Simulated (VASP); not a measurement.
Set up this calculation in VASP 6.6.1, as the native input.

| Item | Value |
| --- | --- |
| Task | relaxation of cell and atoms |
| Functional | PBEsol |
| Potentials or basis | VASP PAW PBE potentials, release 64 (Be) |
| Cutoff | 600 eV |
| k mesh | 18 × 18 × 28 |
| Occupations | gaussian, width 0.1 eV |
| Spin | no spin polarisation |
| Dipole correction | no |
| Further INCAR settings | ALGO = Fast; EDIFF = 1e-06; IBRION = 2; EDIFFG = -0.01; NSW = 100; ISIF = 3 |

The structure of Be lies in POSCAR:

```
Be
1.0
    3.6832665151      0.0000000000      0.0000000000
   -1.8416332576      3.1898023710      0.0000000000
    0.0000000000      0.0000000000      1.9830968124
Be
2
Direct
    0.3333333333      0.6666666667      0.0000000000
    0.6666666667      0.3333333333      0.0000000000
```

This isn't the form of Be at room conditions, which is hcp.

The input as run:

INCAR

```
  PREC = Accurate
  ENCUT = 600
  EDIFF = 1E-6
  ISMEAR = 0
  SIGMA = 0.1
  LREAL = False
  LASPH = True
  NELM = 60
  ALGO = Fast
  ISIF = 3
  LWAVE = False
  LCHARG = False
  GGA = PS
  IBRION = 2
  NSW = 100
  EDIFFG = -0.01
```

KPOINTS

```
regular mesh
0
Gamma
  18 18 28
```

Potentials or basis: VASP PAW PBE potentials, release 64 (Be).

Run with:

```console
$ cat potpaw_PBE.64/Be/POTCAR > POTCAR
$ mpirun -np 1 vasp_std > vasp.out
```

Results of the run:

```
Relaxed volume                        : 11.72 Å³/atom
Relaxed cell                          : a = 3.695 Å, b = 3.695 Å, c = 1.983 Å, α = 90.00°, β = 90.00°, γ = 120.00°
Space group after relaxing (to 0.1 Å) : P6/mmm (No. 191)
Energy gained by relaxing             : 0.2 meV/atom
Ionic steps                           : 4
Pressure after relaxing               : 0.0 GPa
Band gap on the k mesh                : zero (bands 2 and 3 overlap by 8.36 eV)
```

Caveat: the PAW data sets were made with another functional, which shifts forces and pressure a little.

It took 58 s on 1 thread of Intel(R) Xeon(R) 6975P-C (Granite Rapids), on a shared host, peak memory 0.21 GiB.
